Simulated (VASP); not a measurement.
A run of VASP 6.6.1 is set up as follows.

File POSCAR:

```
Te
1.0
    4.6324895870      0.0000000000      0.0000000000
   -2.3162447935      4.0118536651      0.0000000000
    0.0000000000      0.0000000000      5.8869033494
Te
3
Direct
    0.2535874851      0.0000000000      0.3333333333
    1.0000000000      0.2535874851      0.6666666667
    0.7464125149      0.7464125149      0.0000000000
```

INCAR.step1

```
SYSTEM = Te
PREC = Accurate ; ENCUT = 550
ISMEAR = 1 ; SIGMA = 1.0
LREAL = .False. ; LASPH = .True.
NELM = 120 ; NBANDS = 16
GGA = PE ; ALGO = Normal
EDIFF = 1E-5 ; LWAVE = .True.
LCHARG = .False. ; GGA_COMPAT = .False.
```

File INCAR.step2:

```
SYSTEM = Te
PREC = Accurate ; ENCUT = 550
EDIFF = 1E-6 ; ISMEAR = 1
SIGMA = 1.0 ; LREAL = .False.
LASPH = .True. ; NELM = 120
ALGO = Normal ; ISIF = 2
LWAVE = .False. ; LCHARG = .False.
METAGGA = R2SCAN ; LMIXTAU = .True.
NBANDS = 16 ; ISTART = 1
GGA_COMPAT = .False.
```

KPOINTS

```
regular mesh
0
Gamma
  8 8 6
  0 0 0
```

Potentials or basis: VASP PAW PBE potentials, release 64 (Te).

Run with:

```bash
$ cat potpaw_PBE.64/Te/POTCAR > POTCAR
$ cp INCAR.step1 INCAR
$ mpirun -np 1 vasp_std > vasp.out
$ cp INCAR.step2 INCAR
$ mpirun -np 1 vasp_std > vasp.out
```

What does it give for the pressure?

-0.3 GPa.

Estimate the largest force.

0.043 eV/Å.

Forces on the atoms (eV/Å):
```
Te  -0.043  0.000  0.000
Te   0.021 -0.037  0.000
Te   0.021  0.037  0.000
```

Caveat: the PAW data sets were made with another functional, which shifts forces and pressure a little.
